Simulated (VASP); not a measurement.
Wanted: the native input for a VASP 6.6.1 run.

```yaml
Task: single point
Functional: PBE
Potentials_or_basis: VASP PAW PBE potentials, release 64 (Li_sv)
Cutoff: 520 eV
k_mesh: 12 × 12 × 12
Occupations: fermi-dirac, width 0.05 eV
Spin: no spin polarisation
Dipole_correction: no
Further_INCAR_settings: ALGO = Normal; EDIFF = 1e-06; NBANDS = 12
```

The structure of Li lies in POSCAR:

```
Li
1.0
    1.5039839967      0.8683255653      7.5883000000
   -1.5039839967      0.8683255653      7.5883000000
    0.0000000000     -1.7366511308      7.5883000000
Li
3
Direct
    0.0000000000      0.0000000000      0.0000000000
    0.2220000000      0.2220000000      0.2220000000
    0.7780000000      0.7780000000      0.7780000000
```

This cell differs from its parent crystal: equal xx and yy strain of -3 %.

One way to write it, as run:

INCAR

```
SYSTEM = Li
PREC = Accurate
ENCUT = 520
EDIFF = 1E-6
ISMEAR = -1
SIGMA = 0.05
LREAL = .FALSE.
LASPH = .TRUE.
NELM = 60
ALGO = Normal
ISIF = 2
LWAVE = .FALSE.
LCHARG = .TRUE.
GGA = PE
LELF = .TRUE.
LVHAR = .TRUE.
NBANDS = 12
```

KPOINTS

```
regular mesh
0
G
  12 12 12
  0 0 0
```

Potentials or basis: VASP PAW PBE potentials, release 64 (Li_sv).

Run with:

```console
$ cat potpaw_PBE.64/Li_sv/POTCAR > POTCAR
$ mpirun -np 1 vasp_std > vasp.out
```

Results of the run:

| Item | Value |
| --- | --- |
| Largest force | 0.010 eV/Å |
| Band gap on the k mesh | zero (an odd number of electrons rules out a gap without spin polarisation) |

Caveat: the cell differs from its parent crystal (equal xx and yy strain of -3 %).

Wall time 23 min on 1 thread of Intel Xeon 8259CL, on a shared host, peak memory 0.46 GiB.
